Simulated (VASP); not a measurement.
# CrSbC3 (Pm-3m) in VASP: further runs

Runs on CrSbC3. Level: PBE. Tasks: single point, relaxation of cell and atoms.

All numbers are computed with VASP 6.6.1; they aren't measurements. Logs are shortened: lines on timing, memory, paths and dates and some standing lists are left out, and cuts for length are marked.

## 1. The cell of the first run

The structure is cubic, space group Pm-3m (No. 221). The conventional cell has a = 3.911 Å, b = 3.911 Å, c = 3.911 Å, α = 90.00°, β = 90.00°, γ = 90.00°. Within 2.6 Å of Cr (site symmetry m-3m) lie 6 C at 1.96 Å. Sb (site symmetry m-3m) has 12 C at 2.77 Å and 8 Cr at 3.39 Å within 3.6 Å. Within 2.6 Å of C (site symmetry 4/mmm) lie 2 Cr at 1.96 Å.

## 2. Single point, PBE

Input file INCAR:

```
SYSTEM = CrSbC3
PREC = Accurate
ENCUT = 600
EDIFF = 1E-6
ISMEAR = 0
SIGMA = 0.1
LREAL = .False.
LASPH = .True.
NELM = 120
ALGO = Normal
ISIF = 2
LWAVE = .False.
LCHARG = .True.
GGA = PE
LELF = .True.
LVHAR = .True.
NBANDS = 22
GGA_COMPAT = .False.
```

Input file KPOINTS:

```
Automatic mesh
0
Gamma
  10 10 10
  0 0 0
```

Input file POSCAR:

```
CrSbC3
1.0
    3.9107666069      0.0000000000      0.0000000000
    0.0000000000      3.9107666069      0.0000000000
    0.0000000000      0.0000000000      3.9107666069
Cr Sb C
1 1 3
Direct
    0.5000000000      0.5000000000      0.5000000000
    0.0000000000      0.0000000000      0.0000000000
    0.0000000000      0.5000000000      0.5000000000
    0.5000000000      0.0000000000      0.5000000000
    0.5000000000      0.5000000000      0.0000000000
```

Potentials or basis: VASP PAW PBE potentials, release 64 (Cr_pv, Sb, C).

Launch:

```console
cat potpaw_PBE.64/Cr_pv/POTCAR potpaw_PBE.64/Sb/POTCAR potpaw_PBE.64/C/POTCAR > POTCAR
mpirun -np 1 vasp_std > vasp.out
```

OUTCAR:

```text
SYSTEM = CrSbC3
   PREC = Accurate
   ENCUT = 600
   EDIFF = 1E-6
   ISMEAR = 0
   LREAL = .False.
   LASPH = .True.
   NELM = 120
   ISIF = 2
   GGA = PE

 ion  position               nearest neighbor table
   1  0.500  0.500  0.500-   3 1.96   4 1.96   5 1.96   5 1.96   4 1.96   3 1.96   2 3.39   2 3.39
                             2 3.39   2 3.39   2 3.39   2 3.39   2 3.39   2 3.39
   2  0.000  0.000  0.000-   3 2.77   4 2.77   5 2.77   3 2.77   4 2.77   3 2.77   5 2.77   3 2.77
                             4 2.77   5 2.77   4 2.77   5 2.77   1 3.39   1 3.39   1 3.39   1 3.39
   3  0.000  0.500  0.500-   1 1.96   1 1.96   2 2.77   2 2.77   2 2.77   2 2.77
   4  0.500  0.000  0.500-   1 1.96   1 1.96   2 2.77   2 2.77   2 2.77   2 2.77
   5  0.500  0.500  0.000-   1 1.96   1 1.96   2 2.77   2 2.77   2 2.77   2 2.77

  LATTYP: Found a simple cubic cell.
 ALAT       =     3.9107666069

  Lattice vectors:

 A1 = (   3.9107666069,   0.0000000000,   0.0000000000)
 A2 = (   0.0000000000,   3.9107666069,   0.0000000000)
 A3 = (   0.0000000000,   0.0000000000,   3.9107666069)

Analysis of symmetry for initial positions (statically):
=====================================================================
 Subroutine PRICEL returns:
 Original cell was already a primitive cell.

 Routine SETGRP: Setting up the symmetry group for a
 simple cubic supercell.

 Subroutine GETGRP returns: Found 48 space group operations
 (whereof 48 operations were pure point group operations)
 out of a pool of 48 trial point group operations.

The static configuration has the point symmetry O_h .

Analysis of symmetry for dynamics (positions and initial velocities):
=====================================================================
 Subroutine PRICEL returns:
 Original cell was already a primitive cell.

 Routine SETGRP: Setting up the symmetry group for a
 simple cubic supercell.

 Subroutine GETGRP returns: Found 48 space group operations
 (whereof 48 operations were pure point group operations)
 out of a pool of 48 trial point group operations.

The dynamic configuration has the point symmetry O_h .

 Subroutine INISYM returns: Found 48 space group operations
 (whereof 48 operations are pure point group operations),
 and found     1 'primitive' translations

----------------------------------------------------------------------------------------

[... 92 lines left out ...]
   ISPIN  =      1    spin polarized calculation?
   LNONCOLLINEAR =      F non collinear calculations
   LSORBIT =      F    spin-orbit coupling
   LASPH  =      T    aspherical Exc in radial PAW
   ENCUT  =  600.0 eV  44.10 Ry    6.64 a.u.   7.81  7.81  7.81*2*pi/ulx,y,z
   NELM   =    120;   NELMIN=  2; NELMDL= -5     # of ELM steps
   EDIFF  = 0.1E-05   stopping-criterion for ELM
   LREAL  =      F    real-space projection
[... 7 lines left out ...]
   TEBEG  =    0.0;   TEEND  =   0.0 temperature during run
   PSTRESS=    0.0 pullay stress
   NELECT =      29.0000    total number of electrons
   NUPDOWN=      -1.0000    fix difference up-down
   EMIN   =  10.00;   EMAX   =-10.00  energy-range for DOS
   EFERMI =   0.00;   METHOD = LEGACY
   ISMEAR =     0;   SIGMA  =   0.10  broadening in eV -4-tet -1-fermi 0-gaus
   EFERMI_NEDOS =   21; number of points for ismear=-14 and -15
   IALGO  =     38    algorithm
   IMIX   =      4    mixing-type and parameters
     AMIX     =   0.40;   BMIX     =  1.00
     AMIX_MAG =   1.60;   BMIX_MAG =  1.00
  volume/ion in A,a.u.               =      11.96        80.73
  Fermi-wavevector in a.u.,A,eV,Ry     =   1.286112  2.430400 22.505195  1.654085
  Thomas-Fermi vector in A             =   2.418206
   LORBIT       =      0    0 simple, 1 ext, 2 COOP (PROOUT), +10 PAW based schemes
   GGA     = PE    functional components
   LHFCALC =     F    Hartree Fock is set to
   AEXX    =    0.0000 exact exchange contribution
   IVDW    =     0    specifies the selected vdW correction
   LEPSILON=     F    determine dielectric tensor
   LRPA    =     F    only Hartree local field effects (RPA)
 non-spin polarized calculation
 Gauss-broadening in eV      SIGMA  =   0.10
  energy-cutoff  :      600.00
  volume of cell :       59.81
 maximum number of plane-waves:      2016
 NGX is ok and might be reduce to    32
   NGX = 15   NGY = 15   NGZ = 15

 number of electron      29.0000011 magnetization

 Free energy of the ion-electron system (eV)
  ---------------------------------------------------
  ext. energy  EPLUGINS =         0.00000000
  ---------------------------------------------------
  free energy    TOTEN  =       -32.40519069 eV

  energy without entropy =      -32.39202986  energy(sigma->0) =      -32.39861028

 E-fermi :   8.4625     XC(G=0): -11.7516

 val. band max:        8.4607206980   @ k =   0.1000   0.1000   0.0000
 cond. band min:       8.4666389190   @ k =   0.0000   0.0000   0.0000
 fundamental gap:      0.0059182210
 Fermi energy:         8.4625365529

 k-point     1 :       0.0000    0.0000    0.0000
  band No.  band energies     occupation
      1     -35.0375      2.00000
      2     -35.0375      2.00000
      3     -35.0375      2.00000
      4      -6.1107      2.00000
      5      -0.9621      2.00000
      6      -0.9621      2.00000
[... 589 lines left out ...]
     21      11.5462      0.00000
     22      12.2845      0.00000

 [... further k-points ...]

------------------------ aborting loop because EDIFF is reached ----------------------------------------

  FORCE on cell =-STRESS in cart. coord.  units (eV):
  Direction    XX          YY          ZZ          XY          YZ          ZX
  --------------------------------------------------------------------------------------
  -------------------------------------------------------------------------------------
  Total       -0.1399356     -0.1399356     -0.1399356      0.0000000      0.0000000     -0.0000000
  in kB       -3.7484619     -3.7484619     -3.7484619      0.0000000      0.0000000     -0.0000000
  external PRESSURE =      -3.7484619 kB  Pullay stress =       0.0000000 kB

 VOLUME and BASIS-vectors are now :
 -----------------------------------------------------------------------------
  energy-cutoff  :      600.00
  volume of cell :       59.81
      direct lattice vectors                 reciprocal lattice vectors
     3.910766607  0.000000000  0.000000000     0.255704342  0.000000000  0.000000000
     0.000000000  3.910766607  0.000000000     0.000000000  0.255704342  0.000000000
     0.000000000  0.000000000  3.910766607     0.000000000  0.000000000  0.255704342

 POSITION                                       TOTAL-FORCE (eV/Angst)
 -----------------------------------------------------------------------------------
      1.95538      1.95538      1.95538         0.000000      0.000000      0.000000
      0.00000      0.00000      0.00000         0.000000      0.000000      0.000000
      0.00000      1.95538      1.95538         0.000000      0.000000      0.000000
      1.95538      0.00000      1.95538         0.000000      0.000000      0.000000
      1.95538      1.95538      0.00000         0.000000      0.000000      0.000000
 -----------------------------------------------------------------------------------
    total drift:                                0.000000     -0.000000     -0.000000

  FREE ENERGIE OF THE ION-ELECTRON SYSTEM (eV)
  ---------------------------------------------------
  free  energy   TOTEN  =       -32.4051906944 eV

  energy  without entropy=      -32.3920298566  energy(sigma->0) =      -32.39861028
```

stdout:

```text
POSCAR found type information on POSCAR CrSbC
 POSCAR found :  3 types and       5 ions
 scaLAPACK will be used
 LDA part: xc-table for (Slater+PW92), standard interpolation
 POSCAR, INCAR and KPOINTS ok, starting setup
 FFT: planning ... GRIDC
 FFT: planning ... GRID_SOFT
 FFT: planning ... GRID
 WAVECAR not read
 entering main loop
```

Wall time 58 s (1 thread of Intel Xeon Platinum 8259CL at 2.50GHz (Skylake/Cascade Lake), shared host); peak memory 0.24 GiB.

Results:

```yaml
Free_energy: -32.4052 eV
Pressure: -0.4 GPa
Band_gap_on_the_k_mesh: zero (an odd number of electrons rules out a gap without spin polarisation)
```

Levels at points of the mesh, in eV from the Fermi level:
| k point | band 13 | band 14 | band 15 | band 16 | band 17 | band 18 |
| --- | --- | --- | --- | --- | --- | --- |
| (0.00, 0.00, 0.00) | -0.78 | 0.00 | 0.00 | 0.00 | 0.92 | 0.92 |
| (0.50, 0.00, 0.00) | -1.30 | -0.73 | 1.04 | 1.21 | 1.21 | 1.24 |
| (0.50, 0.50, 0.00) | -2.60 | -2.53 | -1.18 | 0.50 | 2.17 | 2.26 |
| (0.50, 0.50, 0.50) | -4.07 | 0.75 | 0.75 | 0.75 | 2.20 | 2.20 |

Caveat: spin-orbit coupling is left out, which moves the levels of the heavy elements; the run has no spin polarisation, though such a crystal can be magnetic. Spin polarisation is off, so any magnetic state and its effect on volume and gap are missing.

## 3. Single point, PBE, collinear spin, ferromagnetic start

This run uses another cell than the first one, of 11.81 Å³/atom.

Input file INCAR:

```
SYSTEM = CrSbC3
PREC = Accurate
ENCUT = 600
EDIFF = 1E-6
ISMEAR = 0
SIGMA = 0.1
LREAL = .FALSE.
LASPH = .TRUE.
NELM = 200
ALGO = Normal
ISIF = 2
LWAVE = .FALSE.
LCHARG = .TRUE.
ISPIN = 2
MAGMOM = 3 0 0 0 0
LORBIT = 11
LMAXMIX = 4
GGA = PE
LELF = .TRUE.
LVHAR = .TRUE.
NBANDS = 26
GGA_COMPAT = .FALSE.
```

Input file KPOINTS:

```
Automatic mesh
0
G
  6 6 6
  0 0 0
```

Changes to POSCAR since step 2:

```diff
@@ -2,5 +2,5 @@
 1.0
-    3.9107666069      0.0000000000      0.0000000000
-    0.0000000000      3.9107666069      0.0000000000
-    0.0000000000      0.0000000000      3.9107666069
+    3.8941753228      0.0000000000      0.0000000000
+    0.0000000000      3.8941753228      0.0000000000
+    0.0000000000      0.0000000000      3.8941753228
 Cr Sb C
```

Potentials or basis: VASP PAW PBE potentials, release 64 (Cr_pv, Sb, C).

Launch:

```console
cat potpaw_PBE.64/Cr_pv/POTCAR potpaw_PBE.64/Sb/POTCAR potpaw_PBE.64/C/POTCAR > POTCAR
mpirun -np 1 vasp_std > vasp.out
```

It took 52 s on 1 thread of Intel Xeon Platinum 8259CL at 2.50GHz (Skylake/Cascade Lake), shared host; peak memory 0.24 GiB.

It converged, with:

- Free energy: -32.4295 eV
- Pressure: 1.9 GPa
- Net moment: 0.00 μB per cell
- Valence electrons inside the program's atomic spheres: Cr 11.41; Sb 2.18; C 2.25

Levels at points of the mesh, in eV from the Fermi level:
Spin up:
| k point | band 12 | band 13 | band 14 | band 15 | band 16 | band 17 | band 18 | band 19 |
| --- | --- | --- | --- | --- | --- | --- | --- | --- |
| (0.00, 0.00, 0.00) | -0.76 | -0.76 | 0.04 | 0.04 | 0.04 | 1.00 | 1.00 | 1.00 |
| (0.50, 0.00, 0.00) | -2.82 | -1.29 | -0.71 | 1.13 | 1.28 | 1.28 | 1.31 | 1.31 |
| (0.50, 0.50, 0.00) | -2.56 | -2.56 | -2.48 | -1.13 | 0.57 | 2.24 | 2.34 | 2.34 |
| (0.50, 0.50, 0.50) | -4.08 | -4.08 | 0.81 | 0.81 | 0.81 | 2.27 | 2.27 | 2.27 |
Spin down:
```
           k point  band 13  band 14  band 15  band 16  band 17  band 18
(0.00, 0.00, 0.00)    -0.76     0.04     0.04     0.04     1.00     1.00
(0.50, 0.00, 0.00)    -1.29    -0.71     1.13     1.28     1.28     1.31
(0.50, 0.50, 0.00)    -2.56    -2.48    -1.13     0.57     2.24     2.34
(0.50, 0.50, 0.50)    -4.08     0.81     0.81     0.81     2.27     2.27
```

Caveat: spin-orbit coupling is left out, which moves the levels of the heavy elements.

## 4. Relaxation of cell and atoms, PBE

This run uses another cell than the first one, of 11.81 Å³/atom.

Input file INCAR:

```
SYSTEM = CrSbC3
PREC = Accurate
ENCUT = 600
EDIFF = 1E-7
ISMEAR = 0
SIGMA = 0.1
LREAL = .FALSE.
LASPH = .TRUE.
NELM = 120
ALGO = Normal
ISIF = 3
LWAVE = .FALSE.
LCHARG = .FALSE.
GGA = PE
IBRION = 2
NSW = 100
EDIFFG = -0.01
GGA_COMPAT = .FALSE.
NELMIN = 4
```

Input file KPOINTS:

```
regular mesh
0
G
  10 10 10
  0 0 0
```

POSCAR is that of step 3.

Launch:

```console
cat potpaw_PBE.64/Cr_pv/POTCAR potpaw_PBE.64/Sb/POTCAR potpaw_PBE.64/C/POTCAR > POTCAR
mpirun -np 1 vasp_std > vasp.out
```

Wall time 2.3 min (1 thread of Intel Xeon Platinum 8259CL at 2.50GHz (Skylake/Cascade Lake), shared host); peak memory 0.24 GiB.

It converged, with:

| Item | Value |
| --- | --- |
| Free energy | -32.4048 eV |
| Relaxed volume | 11.93 Å³/atom |
| Relaxed cell | a = 3.908 Å, b = 3.908 Å, c = 3.908 Å, α = 90.00°, β = 90.00°, γ = 90.00° |
| Space group after relaxing (to 0.1 Å) | Pm-3m (No. 221) |
| Energy gained by relaxing | 0.7 meV/atom |
| Ionic steps | 3 |
| Pressure after relaxing | 0.0 GPa |
| Band gap on the k mesh | zero (an odd number of electrons rules out a gap without spin polarisation) |

The path:
```tsv
step	energy change (eV)	largest force (eV/Å)	pressure (GPa)	volume (Å³)
1	0.0000	0.0000	1.75	59.05
2	-0.0014	0.0000	-1.30	60.16
3	-0.0034	0.0000	0.00	59.67
```

Final structure:
```
CELL_PARAMETERS angstrom
3.90777 0.00000 0.00000
0.00000 3.90777 0.00000
0.00000 0.00000 3.90777
ATOMIC_POSITIONS crystal
Cr 0.50000 0.50000 0.50000
Sb 0.00000 0.00000 0.00000
C 0.00000 0.50000 0.50000
C 0.50000 0.00000 0.50000
C 0.50000 0.50000 0.00000
```

Levels at points of the mesh, in eV from the Fermi level:
```
           k point  band 11  band 12  band 13  band 14  band 15  band 16  band 17  band 18
(0.00, 0.00, 0.00)    -0.79    -0.79    -0.79     0.00     0.00     0.00     0.92     0.92
(0.50, 0.00, 0.00)    -2.85    -2.85    -1.31    -0.74     1.05     1.21     1.21     1.24
(0.50, 0.50, 0.00)    -3.12    -2.60    -2.60    -2.53    -1.18     0.50     2.27     2.27
(0.50, 0.50, 0.50)    -5.54    -4.08    -4.08     0.75     0.75     0.75     2.20     2.20
```

Caveat: spin-orbit coupling is left out, which moves the levels of the heavy elements; the run has no spin polarisation, though such a crystal can be magnetic.
